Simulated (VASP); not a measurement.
# ZnO2 in VASP: notebook, part 2 of 2

VASP 6.6.1. Earlier steps stand in the parts before.

## 3. Single point, PBE+D3(BJ), collinear spin, ferromagnetic start

INCAR reads:

```
PREC = Accurate
ENCUT = 520
EDIFF = 1E-6
ISMEAR = 0
SIGMA = 0.1
LREAL = F
LASPH = T
NELM = 150
ALGO = Normal
ISIF = 2
LWAVE = F
LCHARG = F
ISPIN = 2
MAGMOM = 0 0 1 1 1 1
LORBIT = 11
LDIPOL = T
IDIPOL = 3
DIPOL = 0.5 0.5 0.500
GGA = PE
IVDW = 12
NBANDS = 37
```

KPOINTS reads:

```
regular mesh
0
Gamma
  6 6 1
```

POSCAR reads:

```
ZnO2
1.0
    2.8819234100      0.0000000000      0.0000000000
   -1.4409617000      2.4958191400      0.0000000000
    0.0000000000      0.0000000000     21.0000000000
Zn O
2 4
Direct
    0.6666666700      0.3333333300      0.3861667800
    0.0000000000      0.0000000000      0.6138332200
    0.0000000000      0.0000000000      0.4378571400
    0.3333333300      0.6666666700      0.3379854400
    0.3333333300      0.6666666700      0.5621428600
    0.6666666700      0.3333333300      0.6620145600
```

Potentials or basis: VASP PAW PBE potentials, release 64 (Zn, O).

Command:

```sh
> cat potpaw_PBE.64/Zn/POTCAR potpaw_PBE.64/O/POTCAR > POTCAR
> mpirun -np 1 vasp_std > vasp.out
```

OUTCAR:

```text
PREC = Accurate
   ENCUT = 520
   EDIFF = 1E-6
   ISMEAR = 0
   LREAL = F
   LASPH = T
   NELM = 150
   ISIF = 2
   ISPIN = 2
   LORBIT = 11
   GGA = PE
   IVDW = 12
 IVDW          = 12

 ion  position               nearest neighbor table
   1  0.667  0.333  0.386-   4 1.95   4 1.95   4 1.95   3 1.99   3 1.99   3 1.99
   2  0.000  0.000  0.614-   6 1.95   6 1.95   6 1.95   5 1.99   5 1.99   5 1.99
   3  0.000  0.000  0.438-   1 1.99   1 1.99   1 1.99
   4  0.333  0.667  0.338-   1 1.95   1 1.95   1 1.95
   5  0.333  0.667  0.562-   2 1.99   2 1.99   2 1.99
   6  0.667  0.333  0.662-   2 1.95   2 1.95   2 1.95

  LATTYP: Found a hexagonal cell.
 ALAT       =     2.8819234100
 C/A-ratio  =     7.2868001721

  Lattice vectors:

 A1 = (   2.8819234100,   0.0000000000,   0.0000000000)
 A2 = (  -1.4409617000,   2.4958191400,   0.0000000000)
 A3 = (   0.0000000000,   0.0000000000,  21.0000000000)

Analysis of symmetry for initial positions (statically):
=====================================================================
 Subroutine PRICEL returns:
 Original cell was already a primitive cell.

 Routine SETGRP: Setting up the symmetry group for a
 hexagonal supercell.

 Subroutine GETGRP returns: Found  6 space group operations
 (whereof  6 operations were pure point group operations)
 out of a pool of 24 trial point group operations.

The static configuration has the point symmetry C_3v.

Analysis of symmetry for dynamics (positions and initial velocities):
=====================================================================
 Subroutine PRICEL returns:
 Original cell was already a primitive cell.

 Routine SETGRP: Setting up the symmetry group for a
 hexagonal supercell.

 Subroutine GETGRP returns: Found  6 space group operations
 (whereof  6 operations were pure point group operations)
 out of a pool of 24 trial point group operations.

The dynamic configuration has the point symmetry C_3v.

Analysis of structural, dynamic, and magnetic symmetry:
=====================================================================
 Subroutine PRICEL returns:
 Original cell was already a primitive cell.

 Routine SETGRP: Setting up the symmetry group for a
 hexagonal supercell.

 Subroutine GETGRP returns: Found  6 space group operations
 (whereof  6 operations were pure point group operations)
 out of a pool of 24 trial point group operations.

The overall configuration has the point symmetry C_3v.

 Subroutine INISYM returns: Found  6 space group operations
 (whereof  6 operations are pure point group operations),
 and found     1 'primitive' translations

----------------------------------------------------------------------------------------

                                     Primitive cell

  volume of cell :     151.0480

  direct lattice vectors                    reciprocal lattice vectors
     2.881923410  0.000000000  0.000000000     0.346990484  0.200335028  0.000000000
    -1.440961700  2.495819140  0.000000000     0.000000000  0.400670058  0.000000000
     0.000000000  0.000000000 21.000000000     0.000000000  0.000000000  0.047619048

  length of vectors
     2.881923410  2.881923628 21.000000000     0.400670089  0.400670058  0.047619048

  position of ions in fractional coordinates (direct lattice)
     0.666666670  0.333333330  0.386166780
     0.000000000  0.000000000  0.613833220
     0.000000000  0.000000000  0.437857140
[... 81 lines left out ...]
   ISMEAR =     0;   SIGMA  =   0.10  broadening in eV -4-tet -1-fermi 0-gaus
   EFERMI_NEDOS =   21; number of points for ismear=-14 and -15
   IALGO  =     38    algorithm
   IMIX   =      4    mixing-type and parameters
     AMIX     =   0.40;   BMIX     =  1.00
     AMIX_MAG =   1.60;   BMIX_MAG =  1.00
  volume/ion in A,a.u.               =      25.17       169.89
  Fermi-wavevector in a.u.,A,eV,Ry     =   1.117164  2.111134 16.980827  1.248056
  Thomas-Fermi vector in A             =   2.253784
   LORBIT       =     11    0 simple, 1 ext, 2 COOP (PROOUT), +10 PAW based schemes
   GGA     = PE    functional components
   LHFCALC =     F    Hartree Fock is set to
   AEXX    =    0.0000 exact exchange contribution
   IVDW    =    12    specifies the selected vdW correction
   LEPSILON=     F    determine dielectric tensor
   LRPA    =     F    only Hartree local field effects (RPA)
 spin polarized calculation
 Gauss-broadening in eV      SIGMA  =   0.10
  energy-cutoff  :      520.00
  volume of cell :      151.05
 maximum number of plane-waves:      4147
 NGX is ok and might be reduce to    24
   NGX = 11   NGY = 11   NGZ = 79

 dipolmoment           0.000000      0.000000     -0.000843 electrons x Angstroem

 number of electron      48.0000000 magnetization       4.0000100

 dipolmoment           0.000000      0.000000      0.000300 electrons x Angstroem

 Free energy of the ion-electron system (eV)
  ---------------------------------------------------
  ext. energy  EPLUGINS =         0.00000000
  ---------------------------------------------------
  free energy    TOTEN  =       -22.95633955 eV

  energy without entropy =      -22.94717733  energy(sigma->0) =      -22.95175844

 E-fermi :  -4.3034     XC(G=0):  -5.1110

 val. band max:       -4.3344910046   @ k =   0.0000   0.0000   0.0000
 cond. band min:      -4.2683055929   @ k =   0.1667   0.0000   0.0000
 fundamental gap:      0.0661854117
 Fermi energy:        -4.3033879124

 spin component 1

 k-point     1 :       0.0000    0.0000    0.0000
  band No.  band energies     occupation
      1     -23.6901      1.00000
      2     -23.6204      1.00000
      3     -22.0886      1.00000
      4     -21.9765      1.00000
      5     -11.3496      1.00000
      6     -11.3496      1.00000
[... 262 lines left out ...]
     35       9.8411      0.00000
     36      10.1035      0.00000
 Fermi energy:        -4.3033879124

 spin component 2

 k-point     1 :       0.0000    0.0000    0.0000
  band No.  band energies     occupation
      1     -22.5080      1.00000
      2     -22.4405      1.00000
      3     -20.7016      1.00000
      4     -20.5693      1.00000
      5     -10.8352      1.00000
      6     -10.8232      1.00000
[... 262 lines left out ...]
     35      10.0995      0.00000
     36      10.3191      0.00000
 [bands above 36 left out]

------------------------ aborting loop because EDIFF is reached ----------------------------------------

 vacuum level on the upper side and lower side of the slab       (xc-potential included)         0.001        -0.007

 Edisp (eV)   -0.78866

 E8    (eV) :    -0.2810

  FORCE on cell =-STRESS in cart. coord.  units (eV):
  Direction    XX          YY          ZZ          XY          YZ          ZX
  --------------------------------------------------------------------------------------
  -------------------------------------------------------------------------------------
  Total       7.59609     7.59609     0.11567     0.00000    -0.00000    -0.00000
  in kB      80.57228    80.57229     1.22691     0.00000    -0.00000    -0.00000
  external pressure =       54.12 kB  Pullay stress =        0.00 kB

 VOLUME and BASIS-vectors are now :
 -----------------------------------------------------------------------------
  energy-cutoff  :      520.00
  volume of cell :      151.05
      direct lattice vectors                 reciprocal lattice vectors
     2.881923410  0.000000000  0.000000000     0.346990484  0.200335028  0.000000000
    -1.440961700  2.495819140  0.000000000     0.000000000  0.400670058  0.000000000
     0.000000000  0.000000000 21.000000000     0.000000000  0.000000000  0.047619048

 POSITION                                       TOTAL-FORCE (eV/Angst)
 -----------------------------------------------------------------------------------
      1.44096      0.83194      8.10950         0.000000     -0.000000      0.519507
      0.00000      0.00000     12.89050         0.000000     -0.000000     -0.512805
      0.00000      0.00000      9.19500        -0.000000     -0.000000     -0.016047
     -0.00000      1.66388      7.09769        -0.000000      0.000000     -0.389825
     -0.00000      1.66388     11.80500         0.000000      0.000000      0.011225
      1.44096      0.83194     13.90231        -0.000000     -0.000000      0.387945
 -----------------------------------------------------------------------------------
    total drift:                                0.000014     -0.000008      0.000148

  FREE ENERGIE OF THE ION-ELECTRON SYSTEM (eV)
  ---------------------------------------------------
  free  energy   TOTEN  =       -23.7450045045 eV

  energy  without entropy=      -23.7358422851  energy(sigma->0) =      -23.74042339

 vacuum level on the upper side and lower side of the slab         3.625         3.614

 total charge

# of ion       s       p       d       tot
------------------------------------------
    1        0.512   0.652   9.805  10.968
    2        0.512   0.652   9.805  10.968
    3        1.600   3.254   0.000   4.854
    4        1.596   3.292   0.000   4.888
    5        1.601   3.254   0.000   4.854
    6        1.596   3.292   0.000   4.888
--------------------------------------------------
tot          7.416  14.395  19.609  41.421

 magnetization (x)

# of ion       s       p       d       tot
------------------------------------------
    1       -0.032  -0.037   0.300   0.231
    2       -0.032  -0.037   0.300   0.231
    3        0.009   0.781   0.000   0.789
    4        0.008   0.709   0.000   0.716
    5        0.009   0.782   0.000   0.790
    6        0.008   0.708   0.000   0.716
--------------------------------------------------
tot         -0.032   2.905   0.599   3.473
```

It took 4.6 min on 1 thread of Intel Xeon Platinum 8488C (Sapphire Rapids), shared host; peak memory 0.36 GiB.

Results:

```yaml
Free_energy: -23.7450 eV
Largest_force: 0.520 eV/Å
Net_moment: 4.00 μB per cell
Site_moments: Zn +0.23; O +0.79, +0.72 μB
Valence_electrons_inside_the_program's_atomic_spheres: Zn 10.97; O 4.85, 4.89
Dispersion_energy_per_atom: -0.131 eV
```

Forces in eV/Å, atoms in the order of the input:
```
Zn   0.000  0.000  0.520
Zn   0.000  0.000 -0.513
O    0.000  0.000 -0.016
O    0.000  0.000 -0.390
O    0.000  0.000  0.011
O    0.000  0.000  0.388
```

Levels at points of the mesh, in eV from the Fermi level:
Spin up:
```
           k point  band 24  band 25  band 26  band 27  band 28  band 29
(0.00, 0.00, 0.00)    -0.38    -0.35    -0.35     5.59     6.12     7.61
(0.50, 0.00, 0.00)    -0.89    -0.49    -0.42     9.44     9.51    10.30
```
Spin down:
```tsv
k point	band 18	band 19	band 20	band 21	band 22	band 23	band 24	band 25	band 26	band 27
(0.00, 0.00, 0.00)	-0.22	-0.22	-0.19	-0.19	-0.03	0.85	0.85	0.88	0.88	6.13
(0.50, 0.00, 0.00)	-3.61	-1.78	-1.71	-1.26	-1.11	0.51	0.69	0.74	0.82	9.83
```

Caveat: the k points lie up to 0.42 Å⁻¹ apart.

## 4. Single point, PBE+D3(BJ), collinear spin, ferromagnetic start

This run uses another cell than the first one, of 52.02 Å³/atom, 2.067 times its volume.

INCAR reads:

```
SYSTEM = ZnO2
PREC = Accurate
ENCUT = 520
EDIFF = 1E-6
ISMEAR = 0
SIGMA = 0.1
LREAL = .False.
LASPH = .True.
NELM = 150
ALGO = Normal
ISIF = 2
LWAVE = .False.
LCHARG = .False.
ISPIN = 2
MAGMOM = 0 0 1 1 1 1
LORBIT = 11
LDIPOL = .True.
IDIPOL = 3
DIPOL = 0.5 0.5 0.281
GGA = PE
IVDW = 12
NBANDS = 37
```

KPOINTS reads:

```
regular mesh
0
Gamma
  6 6 1
  0 0 0
```

POSCAR reads:

```
ZnO2
1.0
    3.1040342281     -0.0000000031      0.0000000000
   -1.5520171114      2.6881724973      0.0000000000
    0.0000000000      0.0000000000     37.4092230400
Zn O
2 4
Direct
    0.6666666667      0.3333333333      0.2279417777
    0.0000000000      0.0000000000      0.3333291166
    0.0000000000      0.0000000000      0.2533074678
    0.3333333333      0.6666666667      0.2030658535
    0.3333333333      0.6666666667      0.3082075026
    0.6666666667      0.3333333333      0.3582249581
```

Potentials or basis: VASP PAW PBE potentials, release 64 (Zn, O).

Command:

```sh
> cat potpaw_PBE.64/Zn/POTCAR potpaw_PBE.64/O/POTCAR > POTCAR
> mpirun -np 1 vasp_std > vasp.out
```

OUTCAR:

```text
SYSTEM = ZnO2
   PREC = Accurate
   ENCUT = 520
   EDIFF = 1E-6
   ISMEAR = 0
   LREAL = .False.
   LASPH = .True.
   NELM = 150
   ISIF = 2
   ISPIN = 2
   LORBIT = 11
   GGA = PE
   IVDW = 12
 IVDW          = 12

 ion  position               nearest neighbor table
   1  0.667  0.333  0.228-   4 2.02   4 2.02   4 2.02   3 2.03   3 2.03   3 2.03
   2  0.000  0.000  0.333-   6 2.02   6 2.02   6 2.02   5 2.02   5 2.02   5 2.02
   3  0.000  0.000  0.253-   1 2.03   1 2.03   1 2.03
   4  0.333  0.667  0.203-   1 2.02   1 2.02   1 2.02
   5  0.333  0.667  0.308-   2 2.02   2 2.02   2 2.02
   6  0.667  0.333  0.358-   2 2.02   2 2.02   2 2.02

  LATTYP: Found a hexagonal cell.
 ALAT       =     3.1040342281
 C/A-ratio  =    12.0518075160

[... 775 lines left out ...]
      1.55202      0.89606      8.52712         0.000000     -0.000000      0.000741
      0.00000      0.00000     12.46958        -0.000000     -0.000000      0.003807
      0.00000      0.00000      9.47604         0.000000      0.000000      0.090289
      0.00000      1.79211      7.59654        -0.000000      0.000000     -0.081672
      0.00000      1.79211     11.52980        -0.000000      0.000000     -0.097423
      1.55202      0.89606     13.40092         0.000000      0.000000      0.084259
 -----------------------------------------------------------------------------------
    total drift:                                0.000000      0.000000     -0.000101

  FREE ENERGIE OF THE ION-ELECTRON SYSTEM (eV)
  ---------------------------------------------------
  free  energy   TOTEN  =       -24.3685629034 eV

  energy  without entropy=      -24.3604730143  energy(sigma->0) =      -24.36451796

 vacuum level on the upper side and lower side of the slab         1.744         1.713

 total charge

# of ion       s       p       d       tot
------------------------------------------
    1        0.464   0.535   9.794  10.793
    2        0.464   0.538   9.794  10.796
    3        1.599   3.239   0.000   4.838
    4        1.594   3.247   0.000   4.842
    5        1.600   3.237   0.000   4.837
    6        1.594   3.247   0.000   4.842
--------------------------------------------------
tot          7.316  14.042  19.588  40.946

 magnetization (x)

# of ion       s       p       d       tot
------------------------------------------
    1       -0.033  -0.033   0.229   0.163
    2       -0.033  -0.034   0.231   0.164
    3        0.009   0.790   0.000   0.799
    4        0.009   0.754   0.000   0.762
    5        0.009   0.803   0.000   0.812
    6        0.009   0.754   0.000   0.763
--------------------------------------------------
tot         -0.030   3.034   0.460   3.464
```

It took 9.9 min on 1 thread of Intel Xeon Platinum 8488C (Sapphire Rapids), shared host; peak memory 0.58 GiB.

Results:

```yaml
Free_energy: -24.3686 eV
Largest_force: 0.097 eV/Å
Band_gap_on_the_k_mesh: zero (filled and empty bands overlap)
Net_moment: 4.00 μB per cell
Site_moments: Zn +0.16; O +0.80, +0.76, +0.81 μB
Valence_electrons_inside_the_program's_atomic_spheres: Zn 10.79, 10.80; O 4.84
Dispersion_energy_per_atom: -0.128 eV
```

Forces on the atoms (eV/Å):
```
Zn   0.000  0.000  0.001
Zn   0.000  0.000  0.004
O    0.000  0.000  0.090
O    0.000  0.000 -0.082
O    0.000  0.000 -0.097
O    0.000  0.000  0.084
```

Levels at points of the mesh, in eV from the Fermi level:
Spin up:
```tsv
k point	band 22	band 23	band 24	band 25	band 26	band 27	band 28	band 29	band 30	band 31
(0.00, 0.00, 0.00)	-1.41	-0.72	-0.72	-0.62	-0.62	4.83	5.58	7.18	7.45	7.65
(0.50, 0.00, 0.00)	-2.11	-1.22	-0.99	-0.66	-0.42	8.45	8.56	10.08	10.23	11.46
```
Spin down:
```tsv
k point	band 20	band 21	band 22	band 23	band 24	band 25
(0.00, 0.00, 0.00)	-0.43	-0.43	0.41	0.41	0.50	0.53
(0.50, 0.00, 0.00)	-2.03	-0.76	-0.53	0.47	0.52	0.77
```

Caveat: the k points lie up to 0.39 Å⁻¹ apart.
